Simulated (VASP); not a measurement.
# NaBe5H in VASP: further runs

Runs on NaBe5H. Level: PBE. Tasks: single point, relaxation of cell and atoms.

Everything below comes from runs of VASP 6.6.1. Logs are shortened: lines on timing, memory, paths and dates and some standing lists are left out, and cuts for length are marked.

## 1. The cell of the first run

The structure is trigonal, space group R3m (No. 160). The conventional cell has a = 4.116 Å, b = 4.116 Å, c = 18.518 Å, α = 90.00°, β = 90.00°, γ = 120.00°. Na (site symmetry 3m) has 3 H at 2.45 Å and 9 Be at 3.11 to 3.27 Å within 3.3 Å. Within 2.5 Å of Be (site symmetry 3m) lie 7 Be at 1.92 to 2.17 Å. Be (site symmetry m) has 8 Be at 2.06 to 2.40 Å within 2.7 Å. Within 2.0 Å of Be (site symmetry 3m) lie 1 H at 1.40 Å and 1 Be at 1.92 Å. H (site symmetry 3m) has 1 Be at 1.40 Å within 1.9 Å.

## 2. Single point, PBE

File INCAR:

```
SYSTEM = NaBe5H
PREC = Accurate
ENCUT = 520
EDIFF = 1E-6
ISMEAR = 0
SIGMA = 0.1
LREAL = .FALSE.
LASPH = .TRUE.
NELM = 80
ALGO = Normal
ISIF = 2
LWAVE = .FALSE.
LCHARG = .FALSE.
GGA = PE
NBANDS = 18
```

File KPOINTS:

```
regular mesh
0
G
  12 12 12
  0 0 0
```

File POSCAR:

```
NaBe5H
1.0
    2.0577793328      1.1880594517      6.1726463849
   -2.0577793328      1.1880594517      6.1726463849
    0.0000000000     -2.3761189034      6.1726463849
Na Be H
1 5 1
Direct
    0.1251749881      0.1251749881      0.1251749881
    0.5800389192      0.5800389192      0.5800389192
    0.6173783088      0.1175407958      0.1175407958
    0.1175407958      0.1175407958      0.6173783088
    0.1175407958      0.6173783088      0.1175407958
    0.6838022996      0.6838022996      0.6838022996
    0.7592011158      0.7592011158      0.7592011158
```

Potentials or basis: VASP PAW PBE potentials, release 64 (Na_pv, Be, H).

Run with:

```bash
> cat potpaw_PBE.64/Na_pv/POTCAR potpaw_PBE.64/Be/POTCAR potpaw_PBE.64/H/POTCAR > POTCAR
> mpirun -np 1 vasp_std > vasp.out
```

OUTCAR:

```text
SYSTEM = NaBe5H
   PREC = Accurate
   ENCUT = 520
   EDIFF = 1E-6
   ISMEAR = 0
   LREAL = .FALSE.
   LASPH = .TRUE.
   NELM = 80
   ISIF = 2
   GGA = PE

 ion  position               nearest neighbor table
   1  0.125  0.125  0.125-
   2  0.580  0.580  0.580-   6 1.92   5 2.17   3 2.17   3 2.17   5 2.17   4 2.17   4 2.17
   3  0.617  0.118  0.118-   4 2.06   5 2.06   4 2.06   5 2.06   2 2.17   2 2.17
   4  0.118  0.118  0.617-   3 2.06   5 2.06   5 2.06   3 2.06   2 2.17   2 2.17
   5  0.118  0.617  0.118-   4 2.06   3 2.06   4 2.06   3 2.06   2 2.17   2 2.17
   6  0.684  0.684  0.684-   7 1.40   2 1.92
   7  0.759  0.759  0.759-   6 1.40

  LATTYP: Found a trigonal (rhomboedric) cell.
 ALAT       =     6.6141896281
 COS(alpha) =     0.8064138361

  Lattice vectors:

 A1 = (   2.0577793328,   1.1880594517,   6.1726463849)
 A2 = (  -2.0577793328,   1.1880594517,   6.1726463849)
 A3 = (   0.0000000000,  -2.3761189034,   6.1726463849)

Analysis of symmetry for initial positions (statically):
=====================================================================
 Subroutine PRICEL returns:
 Original cell was already a primitive cell.

 Routine SETGRP: Setting up the symmetry group for a
 trigonal (rhombohedral) supercell.

 Subroutine GETGRP returns: Found  6 space group operations
 (whereof  6 operations were pure point group operations)
 out of a pool of 12 trial point group operations.

The static configuration has the point symmetry C_3v.

Analysis of symmetry for dynamics (positions and initial velocities):
=====================================================================
 Subroutine PRICEL returns:
 Original cell was already a primitive cell.

 Routine SETGRP: Setting up the symmetry group for a
 trigonal (rhombohedral) supercell.

 Subroutine GETGRP returns: Found  6 space group operations
 (whereof  6 operations were pure point group operations)
 out of a pool of 12 trial point group operations.

The dynamic configuration has the point symmetry C_3v.

 Subroutine INISYM returns: Found  6 space group operations
 (whereof  6 operations are pure point group operations),
 and found     1 'primitive' translations

----------------------------------------------------------------------------------------

                                     Primitive cell

  volume of cell :      90.5440

  direct lattice vectors                    reciprocal lattice vectors
     2.057779333  1.188059452  6.172646385     0.242980378  0.140284787  0.054001689
    -2.057779333  1.188059452  6.172646385    -0.242980378  0.140284787  0.054001689
     0.000000000 -2.376118903  6.172646385     0.000000000 -0.280569573  0.054001689

  length of vectors
     6.614189628  6.614189628  6.614189628     0.285719212  0.285719212  0.285719212

  position of ions in fractional coordinates (direct lattice)
     0.125174988  0.125174988  0.125174988
     0.580038919  0.580038919  0.580038919
     0.617378309  0.117540796  0.117540796
     0.117540796  0.117540796  0.617378309
     0.117540796  0.617378309  0.117540796
     0.683802300  0.683802300  0.683802300
     0.759201116  0.759201116  0.759201116

  ion indices of the primitive-cell ions
   primitive index   ion index
                 1           1
                 2           2
                 3           3
                 4           4
                 5           5
                 6           6
                 7           7

----------------------------------------------------------------------------------------

 KPOINTS: regular mesh

Automatic generation of k-mesh.
 Grid dimensions read from file:
 generate k-points for:   12   12   12

 Generating k-lattice:

  Cartesian coordinates                     Fractional coordinates (reciprocal lattice)
     0.020248365  0.011690399  0.004500141     0.083333333  0.000000000  0.000000000
    -0.020248365  0.011690399  0.004500141     0.000000000  0.083333333  0.000000000
     0.000000000 -0.023380798  0.004500141     0.000000000  0.000000000  0.083333333

  Length of vectors
     0.023809934  0.023809934  0.023809934

  Shift w.r.t. Gamma in fractional coordinates (k-lattice)
     0.000000000  0.000000000  0.000000000

 Subroutine IBZKPT returns following result:
 ===========================================

 Found    189 irreducible k-points:

 Following reciprocal coordinates:
            Coordinates               Weight
  0.000000  0.000000  0.000000      1.000000
  0.083333 -0.000000 -0.000000      6.000000
  0.166667  0.000000 -0.000000      6.000000
  0.250000 -0.000000 -0.000000      6.000000
  0.333333 -0.000000 -0.000000      6.000000
  0.416667 -0.000000 -0.000000      6.000000
[... 16 lines left out ...]
  0.500000  0.166667 -0.000000     12.000000
 -0.416667  0.166667  0.000000     12.000000
 [... further k-points ...]
   k-points           NKPTS =    189   k-points in BZ     NKDIM =    189   number of bands    NBANDS=     18
   number of dos      NEDOS =    301   number of ions     NIONS =      7
   total plane-waves  NPLWV = 125000
   dimension x,y,z NGX =    50 NGY =   50 NGZ =   50
   dimension x,y,z NGXF=   100 NGYF=  100 NGZF=  100
   ions per type =               1   5   1
   NGX,Y,Z   is equivalent  to a cutoff of  12.57, 12.57, 12.57 a.u.
   NGXF,Y,Z  is equivalent  to a cutoff of  25.13, 25.13, 25.13 a.u.
 SYSTEM =  NaBe5H
   PREC   = accura    normal or accurate (medium, high low for compatibility)
   ISTART =      0    job   : 0-new  1-cont  2-samecut
   ICHARG =      2    charge: 1-file 2-atom 10-const
   ISPIN  =      1    spin polarized calculation?
   LNONCOLLINEAR =      F non collinear calculations
   LSORBIT =      F    spin-orbit coupling
   LASPH  =      T    aspherical Exc in radial PAW
   ENCUT  =  520.0 eV  38.22 Ry    6.18 a.u.  12.30 12.30 12.30*2*pi/ulx,y,z
   NELM   =     80;   NELMIN=  2; NELMDL= -5     # of ELM steps
   EDIFF  = 0.1E-05   stopping-criterion for ELM
   LREAL  =      F    real-space projection
   EDIFFG = 0.1E-04   stopping-criterion for IOM
   NSW    =      0    number of steps for IOM
   IBRION =     -1    ionic relax: 0-MD 1-quasi-New 2-CG
   NFREE  =      0    steps in history (QN), initial steepest desc. (CG)
   ISIF   =      2    stress and relaxation
   ISYM   =      2    0-nonsym 1-usesym 2-fastsym
   POTIM  = 0.5000    time-step for ionic-motion
   TEBEG  =    0.0;   TEEND  =   0.0 temperature during run
   PSTRESS=    0.0 pullay stress
   NELECT =      18.0000    total number of electrons
   NUPDOWN=      -1.0000    fix difference up-down
   EMIN   =  10.00;   EMAX   =-10.00  energy-range for DOS
   EFERMI =   0.00;   METHOD = LEGACY
   ISMEAR =     0;   SIGMA  =   0.10  broadening in eV -4-tet -1-fermi 0-gaus
   EFERMI_NEDOS =   21; number of points for ismear=-14 and -15
   IALGO  =     38    algorithm
   IMIX   =      4    mixing-type and parameters
     AMIX     =   0.40;   BMIX     =  1.00
     AMIX_MAG =   1.60;   BMIX_MAG =  1.00
  volume/ion in A,a.u.               =      12.93        87.29
  Fermi-wavevector in a.u.,A,eV,Ry     =   0.955460  1.805557 12.420807  0.912904
  Thomas-Fermi vector in A             =   2.084299
   LORBIT       =      0    0 simple, 1 ext, 2 COOP (PROOUT), +10 PAW based schemes
   GGA     = PE    functional components
   LHFCALC =     F    Hartree Fock is set to
   AEXX    =    0.0000 exact exchange contribution
   IVDW    =     0    specifies the selected vdW correction
   LEPSILON=     F    determine dielectric tensor
   LRPA    =     F    only Hartree local field effects (RPA)
 non-spin polarized calculation
 Gauss-broadening in eV      SIGMA  =   0.10
  energy-cutoff  :      520.00
  volume of cell :       90.54
 maximum number of plane-waves:      2483
 NGX is ok and might be reduce to    50
   NGX = 25   NGY = 25   NGZ = 25

 number of electron      17.9999999 magnetization

 Free energy of the ion-electron system (eV)
  ---------------------------------------------------
  ext. energy  EPLUGINS =         0.00000000
  ---------------------------------------------------
  free energy    TOTEN  =       -21.79280527 eV

  energy without entropy =      -21.78514413  energy(sigma->0) =      -21.78897470

 E-fermi :   2.0152     XC(G=0):  -8.3442

 val. band max:        2.0109672540   @ k =  -0.0833   0.4167   0.0833
 cond. band min:       2.0208064338   @ k =   0.5000   0.3333  -0.0000
 fundamental gap:      0.0098391798
 Fermi energy:         2.0151779515

 k-point     1 :       0.0000    0.0000    0.0000
  band No.  band energies     occupation
      1     -22.0437      2.00000
      2     -22.0437      2.00000
      3     -22.0268      2.00000
      4      -6.1766      2.00000
      5      -2.7428      2.00000
      6      -1.1447      2.00000
[... 10 lines left out ...]
     17       8.7692      0.00000
     18       9.3241      0.00000

 k-point     2 :       0.0833   -0.0000   -0.0000
  band No.  band energies     occupation
      1     -22.0444      2.00000
      2     -22.0439      2.00000
      3     -22.0267      2.00000
      4      -6.1180      2.00000
      5      -2.7123      2.00000
      6      -1.0741      2.00000
[... 10 lines left out ...]
     17       9.1745      0.00000
     18       9.3093      0.00000

 k-point     3 :       0.1667    0.0000   -0.0000
  band No.  band energies     occupation
      1     -22.0465      2.00000
      2     -22.0443      2.00000
      3     -22.0264      2.00000
      4      -5.9430      2.00000
      5      -2.6232      2.00000
      6      -0.9315      2.00000
[... 412 lines left out ...]
 k-point    23 :       0.5000    0.1667   -0.0000
  band No.  band energies     occupation
      1     -22.0532      2.00000
      2     -22.0476      2.00000
      3     -22.0252      2.00000
      4      -4.6220      2.00000
      5      -3.0307      2.00000
      6      -2.1373      2.00000
[... 10 lines left out ...]
     17      10.5242      0.00000
     18      11.0477      0.00000

 k-point    24 :      -0.4167    0.1667    0.0000
  band No.  band energies     occupation
      1     -22.0537      2.00000
      2     -22.0479      2.00000
      3     -22.0251      2.00000
      4      -4.3299      2.00000
      5      -3.4043      2.00000
      6      -2.0625      2.00000
[... 10 lines left out ...]
     17      10.6327      0.00000
     18      11.3550      0.00000

 [... further k-points ...]

------------------------ aborting loop because EDIFF is reached ----------------------------------------

  FORCE on cell =-STRESS in cart. coord.  units (eV):
  Direction    XX          YY          ZZ          XY          YZ          ZX
  --------------------------------------------------------------------------------------
  -------------------------------------------------------------------------------------
  Total        0.0287359      0.0287359      0.0138391      0.0000000      0.0000000      0.0000000
  in kB        0.5084819      0.5084819      0.2448834      0.0000000      0.0000000      0.0000000
  external PRESSURE =       0.4206157 kB  Pullay stress =       0.0000000 kB

 VOLUME and BASIS-vectors are now :
 -----------------------------------------------------------------------------
  energy-cutoff  :      520.00
  volume of cell :       90.54
      direct lattice vectors                 reciprocal lattice vectors
     2.057779333  1.188059452  6.172646385     0.242980378  0.140284787  0.054001689
    -2.057779333  1.188059452  6.172646385    -0.242980378  0.140284787  0.054001689
     0.000000000 -2.376118903  6.172646385     0.000000000 -0.280569573  0.054001689

 POSITION                                       TOTAL-FORCE (eV/Angst)
 -----------------------------------------------------------------------------------
      0.00000      0.00000      2.31798         0.000000     -0.000000      0.003698
      0.00000      0.00000     10.74113         0.000000     -0.000000     -0.018782
      1.02856      0.59384      5.26193         0.000767      0.000443     -0.000249
      0.00000     -1.18767      5.26193         0.000000     -0.000885     -0.000249
     -1.02856      0.59384      5.26193        -0.000767      0.000443     -0.000249
      0.00000      0.00000     12.66261         0.000000     -0.000000      0.008646
      0.00000      0.00000     14.05884         0.000000     -0.000000      0.007184
 -----------------------------------------------------------------------------------
    total drift:                                0.000000      0.000000     -0.000101

  FREE ENERGIE OF THE ION-ELECTRON SYSTEM (eV)
  ---------------------------------------------------
  free  energy   TOTEN  =       -21.7928052671 eV

  energy  without entropy=      -21.7851441327  energy(sigma->0) =      -21.78897470
```

It took 10 min on 1 thread of Intel Xeon Platinum 8375C at 2.90GHz (Ice Lake), shared host; peak memory 0.52 GiB.

What came out:

```
Free energy            : -21.7928 eV
Pressure               : 0.0 GPa
Largest force          : 0.019 eV/Å
Band gap on the k mesh : zero (bands 9 and 10 overlap by 1.03 eV)
```

Forces on the atoms (eV/Å):
```
Na   0.000  0.000  0.004
Be   0.000  0.000 -0.019
Be   0.001  0.000  0.000
Be   0.000 -0.001  0.000
Be  -0.001  0.000  0.000
Be   0.000  0.000  0.009
H    0.000  0.000  0.007
```

## 3. Relaxation of cell and atoms, PBE

This run uses another cell than the first one, of 12.83 Å³/atom.

File INCAR:

```
SYSTEM = NaBe5H
PREC     = Accurate       ! precision mode
ENCUT    = 600            ! plane-wave cutoff, eV
EDIFF    = 1E-6           ! SCF threshold, eV
ISMEAR   = 0              ! smearing method
SIGMA    = 0.1            ! smearing width, eV
LREAL    = .FALSE.        ! projectors in reciprocal space
LASPH    = .TRUE.         ! aspherical terms in the spheres
NELM     = 80             ! most SCF steps
ALGO     = Normal         ! electronic algorithm
ISIF     = 3              ! what is computed and relaxed
LWAVE    = .FALSE.        ! write WAVECAR
LCHARG   = .FALSE.        ! write CHGCAR
GGA      = PE             ! functional
IBRION   = 2              ! ionic algorithm
NSW      = 90             ! ionic steps
EDIFFG   = -0.04          ! ionic threshold
```

File KPOINTS:

```
regular mesh
0
G
  6 6 4
  0 0 0
```

File POSCAR:

```
NaBe5H
1.0
   -2.0473182282      3.5666621942     -0.1457257780
    4.1148981397     -0.0067367887      0.0662263549
   -1.8944566699     -1.3803937678     -6.1133375433
Na Be H
1 5 1
Direct
    0.5881981764      0.1770767652      0.0512387218
    0.1349731233      0.2686684502      0.6918462628
    0.5977568232      0.1936456809      0.5769721954
    0.0970951886      0.6940261744      0.5768948334
    0.5958318933      0.6924801760      0.5765824320
    0.0310205330      0.0613254916      0.3770626572
    0.9551242622      0.9127772619      0.1494028974
```

Potentials or basis: VASP PAW PBE potentials, release 64 (Na_pv, Be, H).

Run with:

```bash
> cat potpaw_PBE.64/Na_pv/POTCAR potpaw_PBE.64/Be/POTCAR potpaw_PBE.64/H/POTCAR > POTCAR
> mpirun -np 1 vasp_std > vasp.out
```

Wall time 4.6 min (1 thread of Intel Xeon Platinum 8375C at 2.90GHz (Ice Lake), shared host); peak memory 0.31 GiB.

It converged, with:

- Free energy: -21.7240 eV
- Relaxed volume: 12.88 Å³/atom
- Relaxed cell: a = 4.119 Å, b = 4.115 Å, c = 6.575 Å, α = 107.80°, β = 90.21°, γ = 120.05°
- Space group after relaxing (to 0.1 Å): R3m (No. 160)
- Energy gained by relaxing: 0.2 meV/atom
- Ionic steps: 4
- Pressure after relaxing: 0.0 GPa
- Largest force after relaxing: 0.028 eV/Å
- Band gap on the k mesh: zero (bands 9 and 10 overlap by 0.52 eV)

Forces on the atoms (eV/Å):
```
Na   0.004  0.001 -0.021
Be   0.002  0.004  0.028
Be  -0.004  0.013  0.003
Be   0.002  0.010  0.004
Be  -0.003 -0.025  0.003
Be   0.005 -0.001 -0.001
H   -0.005 -0.002 -0.015
```

Stress tensor (GPa, compression positive):
```
 0.01 -0.01  0.07
-0.01  0.02  0.00
 0.07  0.00 -0.02
```

Step by step:
```csv
step,energy change (eV),largest force (eV/Å),pressure (GPa),volume (Å³)
1,0.0000,0.0546,0.11,89.83
2,-0.0006,0.0424,0.06,89.94
3,-0.0009,0.0544,-0.01,90.10
4,-0.0013,0.0283,0.00,90.18
```

Final structure:
```
CELL_PARAMETERS angstrom
-2.05068 3.56936 -0.14962
4.11398 -0.01091 0.07379
-1.90343 -1.37924 -6.14076
ATOMIC_POSITIONS crystal
Na 0.58883 0.17832 0.05278
Be 0.13454 0.26787 0.69061
Be 0.59670 0.19341 0.57697
Be 0.09669 0.69308 0.57697
Be 0.59757 0.69362 0.57683
Be 0.03066 0.06119 0.37648
H 0.95501 0.91250 0.14936
```

Levels at points of the mesh, in eV from the Fermi level:
| k point | band 6 | band 7 | band 8 | band 9 | band 10 | band 11 | band 12 | band 13 |
| --- | --- | --- | --- | --- | --- | --- | --- | --- |
| (0.00, 0.00, 0.00) | -3.22 | -1.76 | -1.75 | -1.34 | 2.56 | 3.65 | 4.68 | 4.68 |
| (0.50, 0.00, 0.00) | -4.11 | -1.95 | -1.85 | -1.24 | -0.49 | 2.77 | 2.80 | 3.96 |
| (0.00, 0.50, 0.00) | -4.28 | -1.99 | -1.90 | -1.45 | -0.23 | 3.12 | 3.39 | 4.99 |
| (0.50, 0.50, 0.00) | -4.11 | -1.95 | -1.84 | -1.23 | -0.50 | 2.77 | 2.78 | 3.95 |
| (0.00, 0.00, 0.50) | -1.91 | -1.78 | -1.76 | -1.33 | 1.89 | 3.38 | 4.80 | 4.82 |
| (0.50, 0.00, 0.50) | -4.28 | -1.98 | -1.89 | -1.46 | -0.22 | 3.14 | 3.41 | 5.01 |
| (0.00, 0.50, 0.50) | -4.12 | -1.96 | -1.86 | -1.24 | -0.48 | 2.75 | 2.81 | 3.97 |
| (0.50, 0.50, 0.50) | -4.29 | -1.98 | -1.88 | -1.47 | -0.21 | 3.14 | 3.44 | 5.01 |
